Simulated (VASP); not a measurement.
Set up this calculation in VASP 6.6.1, as the native input.

```
Task                   : relaxation of cell and atoms
Functional             : PBE
Potentials or basis    : VASP PAW PBE potentials, release 64 (B)
Cutoff                 : 600 eV
k mesh                 : 4 × 4 × 6
Occupations            : gaussian, width 0.1 eV
Spin                   : no spin polarisation
Dipole correction      : no
Further INCAR settings : ALGO = Normal; EDIFF = 1e-06; IBRION = 2; EDIFFG = -0.04; NSW = 90; ISIF = 3
```

The structure of B lies in POSCAR:

```
B
1.0
    6.2280482563      0.0000000000      0.0000000000
    0.0000000000      6.2280482563      0.0000000000
    0.0000000000      0.0000000000      3.4514824218
B
12
Direct
    0.1278006344      0.4109216770      0.9761624174
    0.8721993656      0.5890783230      0.4761624174
    0.5890783230      0.1278006344      0.7261624174
    0.4109216770      0.8721993656      0.2261624174
    0.8721993656      0.4109216770      0.0238375826
    0.1278006344      0.5890783230      0.5238375826
    0.4109216770      0.1278006344      0.2738375826
    0.5890783230      0.8721993656      0.7738375826
    0.6237906352      0.6237906352      0.6250000000
    0.3762093648      0.3762093648      0.1250000000
    0.3762093648      0.6237906352      0.3750000000
    0.6237906352      0.3762093648      0.8750000000
```

The cell was built from a structure type or drawn by symmetry, and may not be a known phase.

The input as run:

INCAR

```
  PREC = Accurate
  ENCUT = 600
  EDIFF = 1E-6
  ISMEAR = 0
  SIGMA = 0.1
  LREAL = F
  LASPH = T
  NELM = 80
  ALGO = Normal
  ISIF = 3
  LWAVE = F
  LCHARG = F
  GGA = PE
  IBRION = 2
  NSW = 90
  EDIFFG = -0.04
```

KPOINTS

```
Automatic mesh
0
Gamma
  4 4 6
```

Potentials or basis: VASP PAW PBE potentials, release 64 (B).

Command:

```console
$ cat potpaw_PBE.64/B/POTCAR > POTCAR
$ mpirun -np 1 vasp_std > vasp.out
```

It gave:

```
Relaxed volume                        : 11.19 Å³/atom
Relaxed cell                          : a = 6.243 Å, b = 6.243 Å, c = 3.445 Å, α = 90.00°, β = 90.00°, γ = 90.00°
Space group after relaxing (to 0.1 Å) : P4_322 (No. 95)
Energy gained by relaxing             : 0.3 meV/atom
Ionic steps                           : 5
Pressure after relaxing               : -0.2 GPa
Largest force after relaxing          : 0.031 eV/Å
Band gap on the k mesh                : zero (bands 18 and 19 overlap by 1.85 eV)
```

Wall time 3.8 min on 1 thread of Intel(R) Xeon(R) Platinum 8488C (Sapphire Rapids) (shared host), peak memory 0.28 GiB.
